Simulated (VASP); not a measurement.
# Al3SiCN3 (P1) in VASP: further runs

The runs below take Al3SiCN3 through single point, with PBEsol.

All numbers are computed with VASP 6.6.1; they aren't measurements. Logs are shortened: lines on timing, memory, paths and dates and some standing lists are left out, and cuts for length are marked.

**1. The cell of the first run**

The typed cell holds 16 atoms: a = 6.209 Å, b = 5.377 Å, c = 5.000 Å, α = 90.00°, β = 90.00°, γ = 90.00°.

**2. Single point, PBEsol**

INCAR

```
PREC = Accurate
ENCUT = 520
EDIFF = 1E-6
ISMEAR = -1
SIGMA = 0.05
LREAL = Auto
LASPH = T
NELM = 100
ALGO = Normal
ISIF = 2
LWAVE = F
LCHARG = F
GGA = PS
NBANDS = 46
```

KPOINTS

```
Automatic mesh
0
Gamma
  2 2 2
  0.5 0.5 0.5
```

POSCAR

```
Al3SiCN3
1.0
    6.2087330000      0.0000000000      0.0000000000
    0.0000000000      5.3769200000      0.0000000000
    0.0000000000      0.0000000000      4.9995390000
Al Si N C
6 2 6 2
Direct
    0.2514920000      0.1679700000      0.4873520000
    0.0058540000      0.6760490000      0.5028700000
    0.7495110000      0.1640120000      0.4839640000
    0.0020970000      0.3257750000      0.9814270000
    0.5032720000      0.3234520000      0.9876600000
    0.2581800000      0.8149710000      0.0009160000
    0.5025220000      0.6778750000      0.4892910000
    0.7335180000      0.8306740000      0.9941170000
    0.0016240000      0.3253560000      0.3666310000
    0.5095240000      0.3236010000      0.3666430000
    0.2588290000      0.8297740000      0.3729550000
    0.7507380000      0.8348170000      0.3991690000
    0.7554070000      0.1677120000      0.8798050000
    0.5022420000      0.6629130000      0.8809490000
    0.2501690000      0.1938590000      0.8779060000
    0.0008760000      0.6737330000      0.8827500000
```

Potentials or basis: VASP PAW PBE potentials, release 64 (Al, Si, N, C).

Started as:

```bash
$ cat potpaw_PBE.64/Al/POTCAR potpaw_PBE.64/Si/POTCAR potpaw_PBE.64/N/POTCAR potpaw_PBE.64/C/POTCAR > POTCAR
$ mpirun -np 1 vasp_std > vasp.out
```

OUTCAR:

```text
PREC = Accurate
   ENCUT = 520
   EDIFF = 1E-6
   ISMEAR = -1
   LREAL = Auto
   LASPH = T
   NELM = 100
   ISIF = 2
   GGA = PS

 ion  position               nearest neighbor table
   1  0.251  0.168  0.487-   9 1.87  10 1.91  11 1.91  15 1.96   4 3.04   2 3.05   7 3.06   5 3.06
                             5 3.07   4 3.08   6 3.09   3 3.09   3 3.12   2 3.13   7 3.15   6 3.19
   2  0.006  0.676  0.503-  12 1.87  11 1.89  16 1.90   9 2.01   6 3.04   4 3.05   6 3.05   1 3.05
                             3 3.07   7 3.08   8 3.10   7 3.13   1 3.13   8 3.17   3 3.18   4 3.22
   3  0.750  0.164  0.484-  10 1.82  12 1.82   9 1.88  13 1.98   7 3.03   8 3.04   5 3.04   4 3.07
                             5 3.07   2 3.07   4 3.09   1 3.09   1 3.12   8 3.12   7 3.16   2 3.18
   4  0.002  0.326  0.981-  15 1.77  13 1.82   9 1.93  16 1.93   1 3.04   2 3.05   3 3.07   6 3.08
                             1 3.08   3 3.09   5 3.10   5 3.11   8 3.14   6 3.18   8 3.19   2 3.22
   5  0.503  0.323  0.988-  15 1.80  13 1.86  10 1.90  14 1.90   8 3.01   3 3.04   6 3.05   1 3.06
                             1 3.07   3 3.07   8 3.08   4 3.10   4 3.11   6 3.13   7 3.14   7 3.15
   6  0.258  0.815  0.001-  14 1.82  11 1.86  16 1.86  15 2.13   8 2.95   7 2.97   2 3.04   5 3.05
                             2 3.05   7 3.06   4 3.08   1 3.09   5 3.13   4 3.18   1 3.19
   7  0.503  0.678  0.489-  12 1.81  11 1.82  14 1.96  10 2.00   6 2.97   8 2.98   8 3.02   3 3.03
                             1 3.06   6 3.06   2 3.08   2 3.13   5 3.14   5 3.15   1 3.15   3 3.16
   8  0.734  0.831  0.994-  14 1.79  13 1.91  16 1.94  12 2.03   6 2.95   7 2.98   5 3.01   7 3.02
                             3 3.04   5 3.08   2 3.10   3 3.12   4 3.14   2 3.17   4 3.19
   9  0.002  0.325  0.367-   1 1.87   3 1.88   4 1.93   2 2.01
  10  0.510  0.324  0.367-   3 1.82   5 1.90   1 1.91   7 2.00
  11  0.259  0.830  0.373-   7 1.82   6 1.86   2 1.89   1 1.91
  12  0.751  0.835  0.399-   7 1.81   3 1.82   2 1.87   8 2.03
  13  0.755  0.168  0.880-   4 1.82   5 1.86   8 1.91   3 1.98
  14  0.502  0.663  0.881-   8 1.79   6 1.82   5 1.90   7 1.96
  15  0.250  0.194  0.878-   4 1.77   5 1.80   1 1.96   6 2.13
  16  0.001  0.674  0.883-   6 1.86   2 1.90   4 1.93   8 1.94

  LATTYP: Found a simple orthorhombic cell.
 ALAT       =     4.9995390000
 B/A-ratio  =     1.0754831595
 C/A-ratio  =     1.2418610996

  Lattice vectors:

 A1 = (   0.0000000000,   0.0000000000,  -4.9995390000)
 A2 = (   0.0000000000,   5.3769200000,   0.0000000000)
 A3 = (   6.2087330000,   0.0000000000,   0.0000000000)

Analysis of symmetry for initial positions (statically):
=====================================================================
 Subroutine PRICEL returns:
 Original cell was already a primitive cell.

 Routine SETGRP: Setting up the symmetry group for a
 simple orthorhombic supercell.

 Subroutine GETGRP returns: Found  1 space group operations
[... 136 lines left out ...]
   NUPDOWN=      -1.0000    fix difference up-down
   EMIN   =  10.00;   EMAX   =-10.00  energy-range for DOS
   EFERMI =   0.00;   METHOD = LEGACY
   ISMEAR =    -1;   SIGMA  =   0.05  broadening in eV -4-tet -1-fermi 0-gaus
   EFERMI_NEDOS =   21; number of points for ismear=-14 and -15
   IALGO  =     38    algorithm
   IMIX   =      4    mixing-type and parameters
     AMIX     =   0.40;   BMIX     =  1.00
     AMIX_MAG =   1.60;   BMIX_MAG =  1.00
  volume/ion in A,a.u.               =      10.43        70.40
  Fermi-wavevector in a.u.,A,eV,Ry     =   1.189358  2.247561 19.246431  1.414573
  Thomas-Fermi vector in A             =   2.325467
   LORBIT       =      0    0 simple, 1 ext, 2 COOP (PROOUT), +10 PAW based schemes
   GGA     = PS    functional components
   LHFCALC =     F    Hartree Fock is set to
   AEXX    =    0.0000 exact exchange contribution
   IVDW    =     0    specifies the selected vdW correction
   LEPSILON=     F    determine dielectric tensor
   LRPA    =     F    only Hartree local field effects (RPA)
 non-spin polarized calculation
  energy-cutoff  :      520.00
  volume of cell :      166.90
 maximum number of plane-waves:      4497
 NGX is ok and might be reduce to    48
   NGX = 23   NGY = 19   NGZ = 19

 number of electron      63.9999997 magnetization

 Free energy of the ion-electron system (eV)
  ---------------------------------------------------
  ext. energy  EPLUGINS =         0.00000000
  ---------------------------------------------------
  free energy    TOTEN  =      -120.19067761 eV

  energy without entropy =     -120.19067761  energy(sigma->0) =     -120.19067761

 E-fermi :   8.9412     XC(G=0): -11.2262

 val. band max:        7.7498800219   @ k =   0.2500  -0.2500  -0.2500
 cond. band min:      10.2025115040   @ k =  -0.2500   0.2500  -0.2500
 fundamental gap:      2.4526314821
 Fermi energy:         8.9411790317

 k-point     1 :       0.2500    0.2500    0.2500
  band No.  band energies     occupation
      1      -9.7568      2.00000
      2      -8.5850      2.00000
      3      -8.1851      2.00000
      4      -7.6864      2.00000
      5      -7.0661      2.00000
      6      -6.1028      2.00000
[... 177 lines left out ...]
     43      14.4886      0.00000
     44      15.0816      0.00000
 [bands above 44 left out]

------------------------ aborting loop because EDIFF is reached ----------------------------------------

  FORCE on cell =-STRESS in cart. coord.  units (eV):
  Direction    XX          YY          ZZ          XY          YZ          ZX
  --------------------------------------------------------------------------------------
  -------------------------------------------------------------------------------------
  Total       11.8780523     -0.6569388      1.7442147     -0.3325325      1.5384386      0.6691222
  in kB      114.0221687     -6.3062181     16.7434132     -3.1921124     14.7680862      6.4231711
  external PRESSURE =      41.4864546 kB  Pullay stress =       0.0000000 kB

 VOLUME and BASIS-vectors are now :
 -----------------------------------------------------------------------------
  energy-cutoff  :      520.00
  volume of cell :      166.90
      direct lattice vectors                 reciprocal lattice vectors
     6.208733000  0.000000000  0.000000000     0.161063457  0.000000000  0.000000000
     0.000000000  5.376920000  0.000000000     0.000000000  0.185980078  0.000000000
     0.000000000  0.000000000  4.999539000     0.000000000  0.000000000  0.200018442

 POSITION                                       TOTAL-FORCE (eV/Angst)
 -----------------------------------------------------------------------------------
      1.56145      0.90316      2.43654        -0.494961      0.796334      0.867135
      0.03635      3.63506      2.51412         0.346194     -2.424649     -0.310360
      4.65351      0.88188      2.41960         1.746071      1.833623      1.536743
      0.01302      1.75167      4.90668        -0.684292      1.281515      1.532399
      3.12468      1.73918      4.93784         0.320662      0.013728      0.202593
      1.60297      4.38203      0.00458        -1.550642      3.258708     -0.916966
[... 8 lines left out ...]
      1.55323      1.04236      4.38913         1.848612     -3.879524     -1.372370
      0.00544      3.62261      4.41334        -3.660114      0.760326      0.865965
 -----------------------------------------------------------------------------------
    total drift:                               -0.002205     -0.000013     -0.003569

  FREE ENERGIE OF THE ION-ELECTRON SYSTEM (eV)
  ---------------------------------------------------
  free  energy   TOTEN  =      -120.1906776133 eV

  energy  without entropy=     -120.1906776132  energy(sigma->0) =     -120.19067761
```

stdout:

```text
POSCAR found type information on POSCAR AlSiN C
 POSCAR found :  4 types and      16 ions
 scaLAPACK will be used
 -----------------------------------------------------------------------------
|                                                                             |
|                                                                             |
|     You enforced a specific xc type in the INCAR file but a different       |
|     I HOPE YOU KNOW WHAT YOU ARE DOING!                                     |
|                                                                             |
 -----------------------------------------------------------------------------

 LDA part: xc-table for (Slater+PW92), standard interpolation
 POSCAR, INCAR and KPOINTS ok, starting setup
 FFT: planning ... GRIDC
 FFT: planning ... GRID_SOFT
 FFT: planning ... GRID
 WAVECAR not read
 entering main loop
```

Wall time 2.7 min (1 thread of Intel Xeon 8259CL, shared host); peak memory 0.26 GiB.

Results:

| Quantity | Value |
| --- | --- |
| Free energy | -120.1907 eV |
| Pressure | 4.1 GPa |
| Largest force | 4.511 eV/Å |
| Band gap on the k mesh | 2.45 eV, indirect (least direct gap 2.53 eV) |

Forces in eV/Å, atoms in the order of the input:
```
Al  -0.495  0.796  0.867
Al   0.346 -2.425 -0.310
Al   1.746  1.834  1.537
Al  -0.684  1.282  1.532
Al   0.321  0.014  0.203
Al  -1.551  3.259 -0.917
Si  -0.554 -1.919  0.901
Si   3.972  0.771 -0.981
N   -0.880  0.543  0.493
N   -0.298  3.714  0.804
N    2.558 -1.357  1.174
N   -2.885 -1.377 -2.709
N   -1.820 -2.778 -0.214
N    2.035  0.764 -1.873
C    1.849 -3.880 -1.372
C   -3.660  0.760  0.866
```

Caveat: the k points lie up to 0.63 Å⁻¹ apart; the PAW data sets were made with another functional, which shifts forces and pressure a little.

**3. Single point, PBEsol**

INCAR

```
PREC = Accurate ; ENCUT = 520
EDIFF = 1E-6 ; ISMEAR = -5
SIGMA = 0.05 ; LREAL = Auto
LASPH = T ; NELM = 80
ALGO = Normal ; ISIF = 2
LWAVE = F ; LCHARG = F
GGA = PS ; NBANDS = 46
```

KPOINTS is that of step 2.

POSCAR is that of step 2.

Potentials or basis: VASP PAW PBE potentials, release 64 (Al, Si, N, C).

Started as:

```bash
$ cat potpaw_PBE.64/Al/POTCAR potpaw_PBE.64/Si/POTCAR potpaw_PBE.64/N/POTCAR potpaw_PBE.64/C/POTCAR > POTCAR
$ mpirun -np 1 vasp_std > vasp.out
```

OUTCAR:

```text
PREC = Accurate
   ENCUT = 520
   EDIFF = 1E-6
   ISMEAR = -5
   LREAL = Auto
   LASPH = T
   NELM = 80
   ISIF = 2
   GGA = PS

 ion  position               nearest neighbor table
   1  0.251  0.168  0.487-   9 1.87  10 1.91  11 1.91  15 1.96   4 3.04   2 3.05   7 3.06   5 3.06
                             5 3.07   4 3.08   6 3.09   3 3.09   3 3.12   2 3.13   7 3.15   6 3.19
   2  0.006  0.676  0.503-  12 1.87  11 1.89  16 1.90   9 2.01   6 3.04   4 3.05   6 3.05   1 3.05
                             3 3.07   7 3.08   8 3.10   7 3.13   1 3.13   8 3.17   3 3.18   4 3.22
   3  0.750  0.164  0.484-  10 1.82  12 1.82   9 1.88  13 1.98   7 3.03   8 3.04   5 3.04   4 3.07
                             5 3.07   2 3.07   4 3.09   1 3.09   1 3.12   8 3.12   7 3.16   2 3.18
[... 419 lines left out ...]

 VOLUME and BASIS-vectors are now :
 -----------------------------------------------------------------------------
  energy-cutoff  :      520.00
  volume of cell :      166.90
      direct lattice vectors                 reciprocal lattice vectors
     6.208733000  0.000000000  0.000000000     0.161063457  0.000000000  0.000000000
     0.000000000  5.376920000  0.000000000     0.000000000  0.185980078  0.000000000
     0.000000000  0.000000000  4.999539000     0.000000000  0.000000000  0.200018442

 POSITION                                       TOTAL-FORCE (eV/Angst)
 -----------------------------------------------------------------------------------
      1.56145      0.90316      2.43654        -0.494961      0.796334      0.867135
      0.03635      3.63506      2.51412         0.346194     -2.424649     -0.310360
      4.65351      0.88188      2.41960         1.746071      1.833623      1.536743
      0.01302      1.75167      4.90668        -0.684292      1.281515      1.532399
      3.12468      1.73918      4.93784         0.320662      0.013728      0.202593
      1.60297      4.38203      0.00458        -1.550642      3.258708     -0.916966
[... 8 lines left out ...]
      1.55323      1.04236      4.38913         1.848612     -3.879524     -1.372370
      0.00544      3.62261      4.41334        -3.660114      0.760326      0.865965
 -----------------------------------------------------------------------------------
    total drift:                               -0.002205     -0.000013     -0.003569

  FREE ENERGIE OF THE ION-ELECTRON SYSTEM (eV)
  ---------------------------------------------------
  free  energy   TOTEN  =      -120.1906776131 eV

  energy  without entropy=     -120.1906776131  energy(sigma->0) =     -120.19067761
```

OSZICAR:

```text
N       E                     dE             d eps       ncg     rms          rms(c)
DAV:   1     0.226821200712E+03    0.22682E+03   -0.29490E+04   368   0.125E+03
DAV:   2    -0.117698350649E+03   -0.34452E+03   -0.32753E+03   480   0.247E+02
DAV:   3    -0.139548236076E+03   -0.21850E+02   -0.21705E+02   480   0.649E+01
DAV:   4    -0.139826355224E+03   -0.27812E+00   -0.27757E+00   456   0.809E+00
DAV:   5    -0.139831147424E+03   -0.47922E-02   -0.47888E-02   456   0.105E+00    0.241E+01
DAV:   6    -0.120451195554E+03    0.19380E+02   -0.61888E+01   448   0.302E+01    0.984E+00
DAV:   7    -0.120399535676E+03    0.51660E-01   -0.62548E+00   464   0.102E+01    0.556E+00
DAV:   8    -0.120239240740E+03    0.16029E+00   -0.51106E-01   448   0.298E+00    0.254E+00
DAV:   9    -0.120190811300E+03    0.48429E-01   -0.94721E-02   448   0.169E+00    0.436E-01
DAV:  10    -0.120190485651E+03    0.32565E-03   -0.20161E-02   456   0.649E-01    0.303E-01
DAV:  11    -0.120190606531E+03   -0.12088E-03   -0.21019E-03   448   0.249E-01    0.143E-01
DAV:  12    -0.120190674895E+03   -0.68364E-04   -0.43334E-04   448   0.110E-01    0.421E-02
DAV:  13    -0.120190678010E+03   -0.31151E-05   -0.58785E-05   464   0.466E-02    0.132E-02
DAV:  14    -0.120190677555E+03    0.45483E-06   -0.20948E-05   448   0.244E-02    0.854E-03
DAV:  15    -0.120190677613E+03   -0.57847E-07   -0.34037E-06   384   0.111E-02
   1 F= -.12019068E+03 E0= -.12019068E+03  d E =0.000000E+00
```

stdout:

```text
POSCAR found type information on POSCAR AlSiN C
 POSCAR found :  4 types and      16 ions
 scaLAPACK will be used
 -----------------------------------------------------------------------------
|                                                                             |
|                                                                             |
|     You enforced a specific xc type in the INCAR file but a different       |
|     I HOPE YOU KNOW WHAT YOU ARE DOING!                                     |
|                                                                             |
 -----------------------------------------------------------------------------

 LDA part: xc-table for (Slater+PW92), standard interpolation
 POSCAR, INCAR and KPOINTS ok, starting setup
 FFT: planning ... GRIDC
 FFT: planning ... GRID_SOFT
 FFT: planning ... GRID
 WAVECAR not read
 entering main loop
```

Wall time 2.8 min (1 thread of Intel Xeon 8259CL, shared host); peak memory 0.26 GiB.

What came out:

* Free energy: -120.1907 eV
* Pressure: 4.1 GPa
* Largest force: 4.511 eV/Å
* Band gap on the k mesh: 2.45 eV, indirect (least direct gap 2.53 eV)

Forces in eV/Å, atoms in the order of the input:
```
Al  -0.495  0.796  0.867
Al   0.346 -2.425 -0.310
Al   1.746  1.834  1.537
Al  -0.684  1.282  1.532
Al   0.321  0.014  0.203
Al  -1.551  3.259 -0.917
Si  -0.554 -1.919  0.901
Si   3.972  0.771 -0.981
N   -0.880  0.543  0.493
N   -0.298  3.714  0.804
N    2.558 -1.357  1.174
N   -2.885 -1.377 -2.709
N   -1.820 -2.778 -0.214
N    2.035  0.764 -1.873
C    1.849 -3.880 -1.372
C   -3.660  0.760  0.866
```

Stress tensor (GPa, compression positive):
```
11.40 -0.32  0.64
-0.32 -0.63  1.48
 0.64  1.48  1.67
```

Caveat: the k points lie up to 0.63 Å⁻¹ apart; the PAW data sets were made with another functional, which shifts forces and pressure a little. PBEsol gaps usually lie below the measured ones, often by a third to a half.
